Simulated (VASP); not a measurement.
# CdTe (F-43m) in VASP: further runs

Runs on CdTe. Level: PBE. Tasks: single point.

All numbers are computed with VASP 6.6.1; they aren't measurements. Logs are shortened: lines on timing, memory, paths and dates and some standing lists are left out, and cuts for length are marked.

## (1) The cell of the first run

It takes space group F-43m (No. 216, cubic). The conventional cell has a = 6.560 Å, b = 6.560 Å, c = 6.560 Å, α = 90.00°, β = 90.00°, γ = 90.00°. Within 3.7 Å of Cd (site symmetry -43m) lie 4 Te at 2.84 Å. Te (site symmetry -43m) has 4 Cd at 2.84 Å within 3.7 Å.

## (2) Single point, PBE

INCAR reads:

```
PREC = Accurate
ENCUT = 520
EDIFF = 1E-6
ISMEAR = 0
SIGMA = 0.01
LREAL = F
LASPH = T
NELM = 60
ALGO = Normal
ISIF = 2
LWAVE = F
LCHARG = T
GGA = PE
LELF = T
LVHAR = T
NBANDS = 16
```

KPOINTS reads:

```
regular mesh
0
Gamma
  4 4 4
```

POSCAR reads:

```
CdTe
1.0
    0.0000000000      3.2799551162      3.2799551162
    3.2799551162      0.0000000000      3.2799551162
    3.2799551162      3.2799551162      0.0000000000
Cd Te
1 1
Direct
    0.0000000000      0.0000000000      0.0000000000
    0.2500000000      0.2500000000      0.2500000000
```

Potentials or basis: VASP PAW PBE potentials, release 64 (Cd, Te).

On the command line:

```
$ cat potpaw_PBE.64/Cd/POTCAR potpaw_PBE.64/Te/POTCAR > POTCAR
$ mpirun -np 1 vasp_std > vasp.out
```

OUTCAR:

```text
PREC = Accurate
   ENCUT = 520
   EDIFF = 1E-6
   ISMEAR = 0
   LREAL = F
   LASPH = T
   NELM = 60
   ISIF = 2
   GGA = PE

 ion  position               nearest neighbor table
   1  0.000  0.000  0.000-   2 2.84   2 2.84   2 2.84   2 2.84
   2  0.250  0.250  0.250-   1 2.84   1 2.84   1 2.84   1 2.84

  LATTYP: Found a face centered cubic cell.
 ALAT       =     6.5599102324

  Lattice vectors:

 A1 = (   0.0000000000,   3.2799551162,   3.2799551162)
 A2 = (   3.2799551162,   0.0000000000,   3.2799551162)
 A3 = (   3.2799551162,   3.2799551162,   0.0000000000)

Analysis of symmetry for initial positions (statically):
=====================================================================
 Subroutine PRICEL returns:
 Original cell was already a primitive cell.

 Routine SETGRP: Setting up the symmetry group for a
 face centered cubic supercell.

 Subroutine GETGRP returns: Found 24 space group operations
 (whereof 24 operations were pure point group operations)
 out of a pool of 48 trial point group operations.

The static configuration has the point symmetry T_d .

Analysis of symmetry for dynamics (positions and initial velocities):
=====================================================================
 Subroutine PRICEL returns:
 Original cell was already a primitive cell.

 Routine SETGRP: Setting up the symmetry group for a
 face centered cubic supercell.

 Subroutine GETGRP returns: Found 24 space group operations
 (whereof 24 operations were pure point group operations)
 out of a pool of 48 trial point group operations.

The dynamic configuration has the point symmetry T_d .

 Subroutine INISYM returns: Found 24 space group operations
 (whereof 24 operations are pure point group operations),
 and found     1 'primitive' translations

----------------------------------------------------------------------------------------

                                     Primitive cell

  volume of cell :      70.5722

  direct lattice vectors                    reciprocal lattice vectors
     0.000000000  3.279955116  3.279955116    -0.152441110  0.152441110  0.152441110
     3.279955116  0.000000000  3.279955116     0.152441110 -0.152441110  0.152441110
     3.279955116  3.279955116  0.000000000     0.152441110  0.152441110 -0.152441110

  length of vectors
     4.638557009  4.638557009  4.638557009     0.264035748  0.264035748  0.264035748

  position of ions in fractional coordinates (direct lattice)
     0.000000000  0.000000000  0.000000000
[... 61 lines left out ...]
   EDIFF  = 0.1E-05   stopping-criterion for ELM
   LREAL  =      F    real-space projection
   EDIFFG = 0.1E-04   stopping-criterion for IOM
   NSW    =      0    number of steps for IOM
   IBRION =     -1    ionic relax: 0-MD 1-quasi-New 2-CG
   NFREE  =      0    steps in history (QN), initial steepest desc. (CG)
   ISIF   =      2    stress and relaxation
   ISYM   =      2    0-nonsym 1-usesym 2-fastsym
   POTIM  = 0.5000    time-step for ionic-motion
   TEBEG  =    0.0;   TEEND  =   0.0 temperature during run
   PSTRESS=    0.0 pullay stress
   NELECT =      18.0000    total number of electrons
   NUPDOWN=      -1.0000    fix difference up-down
   EMIN   =  10.00;   EMAX   =-10.00  energy-range for DOS
   EFERMI =   0.00;   METHOD = LEGACY
   ISMEAR =     0;   SIGMA  =   0.01  broadening in eV -4-tet -1-fermi 0-gaus
   EFERMI_NEDOS =   21; number of points for ismear=-14 and -15
   IALGO  =     38    algorithm
   IMIX   =      4    mixing-type and parameters
     AMIX     =   0.40;   BMIX     =  1.00
     AMIX_MAG =   1.60;   BMIX_MAG =  1.00
  volume/ion in A,a.u.               =      35.29       238.12
  Fermi-wavevector in a.u.,A,eV,Ry     =   1.038216  1.961944 14.665621  1.077893
  Thomas-Fermi vector in A             =   2.172690
   LORBIT       =      0    0 simple, 1 ext, 2 COOP (PROOUT), +10 PAW based schemes
   GGA     = PE    functional components
   LHFCALC =     F    Hartree Fock is set to
   AEXX    =    0.0000 exact exchange contribution
   IVDW    =     0    specifies the selected vdW correction
   LEPSILON=     F    determine dielectric tensor
   LRPA    =     F    only Hartree local field effects (RPA)
 non-spin polarized calculation
 Gauss-broadening in eV      SIGMA  =   0.01
  energy-cutoff  :      520.00
  volume of cell :       70.57
 maximum number of plane-waves:      1924
 NGX is ok and might be reduce to    36
   NGX = 17   NGY = 17   NGZ = 17

 number of electron      18.0000006 magnetization

 Free energy of the ion-electron system (eV)
  ---------------------------------------------------
  ext. energy  EPLUGINS =         0.00000000
  ---------------------------------------------------
  free energy    TOTEN  =        -4.74596449 eV

  energy without entropy =       -4.74596449  energy(sigma->0) =       -4.74596449

 E-fermi :   2.1402     XC(G=0):  -8.4109

 val. band max:        2.0502550165   @ k =   0.0000   0.0000   0.0000
 cond. band min:       2.6984033078   @ k =   0.0000   0.0000   0.0000
 fundamental gap:      0.6481482912
 Fermi energy:         2.1401615841

 k-point     1 :       0.0000    0.0000    0.0000
  band No.  band energies     occupation
      1      -8.9165      2.00000
      2      -6.1491      2.00000
      3      -6.1491      2.00000
      4      -6.1491      2.00000
      5      -5.9169      2.00000
      6      -5.9169      2.00000
[... 129 lines left out ...]
      3      -6.0332      2.00000
      4      -5.9426      2.00000
      5      -5.9156      2.00000
      6      -5.3879      2.00000
[... 8 lines left out ...]
     15      12.9887      0.00000
     16      13.2203      0.00000

------------------------ aborting loop because EDIFF is reached ----------------------------------------

  FORCE on cell =-STRESS in cart. coord.  units (eV):
  Direction    XX          YY          ZZ          XY          YZ          ZX
  --------------------------------------------------------------------------------------
  -------------------------------------------------------------------------------------
  Total        0.5812525      0.5812525      0.5812525      0.0000000      0.0000000      0.0000000
  in kB       13.1959824     13.1959824     13.1959824      0.0000000      0.0000000      0.0000000
  external PRESSURE =      13.1959824 kB  Pullay stress =       0.0000000 kB

 VOLUME and BASIS-vectors are now :
 -----------------------------------------------------------------------------
  energy-cutoff  :      520.00
  volume of cell :       70.57
      direct lattice vectors                 reciprocal lattice vectors
     0.000000000  3.279955116  3.279955116    -0.152441110  0.152441110  0.152441110
     3.279955116  0.000000000  3.279955116     0.152441110 -0.152441110  0.152441110
     3.279955116  3.279955116  0.000000000     0.152441110  0.152441110 -0.152441110

 POSITION                                       TOTAL-FORCE (eV/Angst)
 -----------------------------------------------------------------------------------
      0.00000      0.00000      0.00000        -0.000000     -0.000000     -0.000000
      1.63998      1.63998      1.63998         0.000000      0.000000      0.000000
 -----------------------------------------------------------------------------------
    total drift:                               -0.000000     -0.000000     -0.000000

  FREE ENERGIE OF THE ION-ELECTRON SYSTEM (eV)
  ---------------------------------------------------
  free  energy   TOTEN  =        -4.7459644931 eV

  energy  without entropy=       -4.7459644931  energy(sigma->0) =       -4.74596449
```

OSZICAR:

```text
N       E                     dE             d eps       ncg     rms          rms(c)
DAV:   1     0.101500673408E+03    0.10150E+03   -0.82971E+03   264   0.979E+02
DAV:   2    -0.123571061149E+01   -0.10274E+03   -0.98184E+02   320   0.237E+02
DAV:   3    -0.495864828739E+01   -0.37229E+01   -0.37195E+01   328   0.458E+01
DAV:   4    -0.499243786204E+01   -0.33790E-01   -0.33789E-01   376   0.393E+00
DAV:   5    -0.499252277618E+01   -0.84914E-04   -0.84914E-04   336   0.187E-01    0.517E+00
DAV:   6    -0.476128910369E+01    0.23123E+00   -0.39174E-01   304   0.721E+00    0.431E+00
DAV:   7    -0.474422778796E+01    0.17061E-01   -0.11411E-01   296   0.213E+00    0.170E+00
DAV:   8    -0.474540126796E+01   -0.11735E-02   -0.10897E-02   272   0.115E+00    0.490E-01
DAV:   9    -0.474582946898E+01   -0.42820E-03   -0.93802E-04   296   0.303E-01    0.110E-01
DAV:  10    -0.474591452198E+01   -0.85053E-04   -0.12096E-04   304   0.969E-02    0.538E-02
DAV:  11    -0.474596590353E+01   -0.51382E-04   -0.93059E-05   272   0.554E-02    0.364E-02
DAV:  12    -0.474596465085E+01    0.12527E-05   -0.37333E-06   320   0.140E-02    0.214E-02
DAV:  13    -0.474596449312E+01    0.15774E-06   -0.46989E-07   240   0.335E-03
   1 F= -.47459645E+01 E0= -.47459645E+01  d E =-.207702E-38
```

stdout:

```text
POSCAR found type information on POSCAR CdTe
 POSCAR found :  2 types and       2 ions
 scaLAPACK will be used
 LDA part: xc-table for (Slater+PW92), standard interpolation
 POSCAR, INCAR and KPOINTS ok, starting setup
 FFT: planning ... GRIDC
 FFT: planning ... GRID_SOFT
 FFT: planning ... GRID
 WAVECAR not read
 entering main loop
```

Run time: 5.8 s. Hardware: 1 thread of Intel Xeon 6975P-C (Granite Rapids), shared host; peak memory 0.2 GiB.

Results:

```yaml
Free_energy: -4.7460 eV
Pressure: 1.3 GPa
Band_gap_on_the_k_mesh: 0.65 eV, direct
```

Caveat: spin-orbit coupling is left out, which moves the levels of the heavy elements.

## (3) Single point, PBE

INCAR reads:

```
SYSTEM = CdTe
ALGO = Normal
EDIFF = 1E-6
ENCUT = 520
GGA = PE
ISIF = 2
ISMEAR = 0
LASPH = .True.
LCHARG = .False.
LREAL = .False.
LWAVE = .False.
NBANDS = 16
NELM = 100
PREC = Accurate
SIGMA = 0.01
```

KPOINTS reads:

```
k-points
0
Gamma
  4 4 4
  0 0 0
```

POSCAR is that of step 2.

Potentials or basis: VASP PAW PBE potentials, release 64 (Cd, Te).

On the command line:

```
$ cat potpaw_PBE.64/Cd/POTCAR potpaw_PBE.64/Te/POTCAR > POTCAR
$ mpirun -np 1 vasp_std > vasp.out
```

Wall time 5.2 s (1 thread of Intel Xeon 6975P-C (Granite Rapids), shared host); peak memory 0.2 GiB.

The run converged. Its results:

```yaml
Free_energy: -4.7460 eV
Pressure: 1.3 GPa
Band_gap_on_the_k_mesh: 0.65 eV, direct
```

Levels at points of the mesh, in eV from the valence-band top:
| k point | band 5 | band 6 | band 7 | band 8 | band 9 | band 10 | band 11 | band 12 | band 13 | band 14 |
| --- | --- | --- | --- | --- | --- | --- | --- | --- | --- | --- |
| (0.00, 0.00, 0.00) | -7.97 | -7.97 | 0.00 | 0.00 | 0.00 | 0.65 | 4.61 | 4.61 | 4.61 | 7.41 |
| (0.50, 0.00, 0.00) | -7.96 | -7.64 | -4.23 | -0.73 | -0.73 | 1.77 | 5.18 | 5.18 | 7.04 | 8.52 |
| (0.50, 0.50, 0.00) | -7.94 | -7.51 | -4.15 | -1.75 | -1.75 | 2.66 | 2.67 | 8.65 | 8.93 | 8.93 |

Caveat: spin-orbit coupling is left out, which moves the levels of the heavy elements. Expect the measured gap to be larger: semilocal functionals such as PBE lack the derivative discontinuity.
